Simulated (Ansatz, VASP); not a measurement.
## PtSe2: VASP beside Ansatz

File INCAR:

```
SYSTEM = PtSe2
  PREC = Accurate
  ENCUT = 520
  EDIFF = 1E-7
  ISMEAR = 0
  SIGMA = 0.1
  LREAL = .False.
  LASPH = .True.
  NELM = 60
  ALGO = Normal
  ISIF = 2
  LWAVE = .False.
  LCHARG = .False.
  GGA = PS
  NBANDS = 18
```

KPOINTS

```
Automatic mesh
0
Gamma
  18 18 12
  0 0 0
```

Contents of POSCAR:

```
PtSe2
1.0
    3.7593610433      0.0000000000      0.0000000000
   -1.8796805217      3.2557021655      0.0000000000
    0.0000000000      0.0000000000      4.8685550597
Pt Se
1 2
Direct
    0.0000000000      0.0000000000      0.0000000000
    0.6666666667      0.3333333333      0.7393682788
    0.3333333333      0.6666666667      0.2606317212
```

Input for Ansatz:

```yaml
crystal:
  lattice:
    - [3.7593610433, 0.0, 0.0]
    - [-1.8796805217, 3.2557021655, 0.0]
    - [0.0, 0.0, 4.8685550597]
  atoms:
    - { symbol: Pt, position: [0.0, 0.0, 0.0] }
    - { symbol: Se, position: [0.6666666667, 0.3333333333, 0.7393682788] }
    - { symbol: Se, position: [0.3333333333, 0.6666666667, 0.2606317212] }
basis:
  ecutwfc: 420
kpoints:
  mp_grid: { grid: [18, 18, 12] }
hamiltonian:
  xc: pbesol
scf:
  occupations: { method: gaussian, width: 0.1 }
output:
  forces: true
  stress: true
  eigenvalues: true
```

Alike in both runs: task single point; functional PBEsol; k mesh 18 × 18 × 12; occupations gaussian, width 0.1 eV; no spin polarisation.

|  | VASP | Ansatz |
| --- | --- | --- |
| version | VASP 6.6.1 | Ansatz 0.2.0 |
| potentials or method | VASP PAW PBE potentials, release 64 (Pt, Se), cutoff 520 eV | scalar-relativistic, plane waves, PAW |
| valence electrons in the cell | 22 | 50 |

Ansatz gave:

```
gap on the k mesh at the Fermi level (eV)                     : none
pressure (GPa)                                                : 0.0
traceless stress, the component that is largest in VASP (GPa) : -0.05
rms of the force components (eV/Å)                            : 0.002
```

Problem. Estimate VASP's values.

Solution. gap on the k mesh at the Fermi level (eV): none; pressure (GPa): 0.1; traceless stress, the component that is largest in VASP (GPa): -0.08; rms of the force components (eV/Å): 0.005.

VASP's potentials were made for PBE, not for PBEsol. Atom by atom the forces differ by 0.007 eV/Å (rms over components). A gap of «none» marks a metal or a gap that the smearing closes. With one functional, cell and mesh, what is left measures potentials, basis and numerics. VASP's potentials hold 22 valence electrons a cell and Ansatz's 50, so a difference there can come from the potentials and not from the codes.

Neither program's run includes spin-orbit coupling.
